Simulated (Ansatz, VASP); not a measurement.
## One calculation of Si2W, two programs

```xyz
3
Lattice="-1.5492 1.5492 3.7797 1.5492 -1.5492 3.7797 1.5492 1.5492 -3.7797" Properties=species:S:1:pos:R:3 pbc="T T T"
Si    0.0000    0.0000    2.5299
Si    0.0000    0.0000    5.0295
W     0.0000    0.0000    0.0000
```

Alike in both runs: task single point; functional LDA; k mesh 20 × 20 × 20; occupations gaussian, width 0.15 eV; no spin polarisation.

```csv
,VASP,Ansatz
version,VASP 6.6.1,Ansatz 0.2.0
potentials or method,"VASP PAW LDA potentials, release 64 (Si, W_sv), cutoff 520 eV","scalar-relativistic, plane waves, PAW"
valence electrons in the cell,22,22
```

|  | VASP | Ansatz | Ansatz less VASP |
| --- | --- | --- | --- |
| gap on the k mesh at the Fermi level (eV) | none | none | - |
| pressure (GPa) | 25.2 | 24.3 | -0.95 |
| traceless stress, the component that is largest in VASP (GPa) | 2.20 | 2.19 | -0.016 |
| rms of the force components (eV/Å) | 0.123 | 0.116 | -0.0065 |

Ansatz warns that its potentials were made for another functional, while VASP's fit it. LDA's correlation is that of Perdew and Zunger in VASP and of Perdew and Wang (1992) in Ansatz. Atom by atom the forces differ by 0.006 eV/Å (rms over components). A gap of «none» marks a metal or a gap that the smearing closes.

Spin-orbit coupling is off throughout.
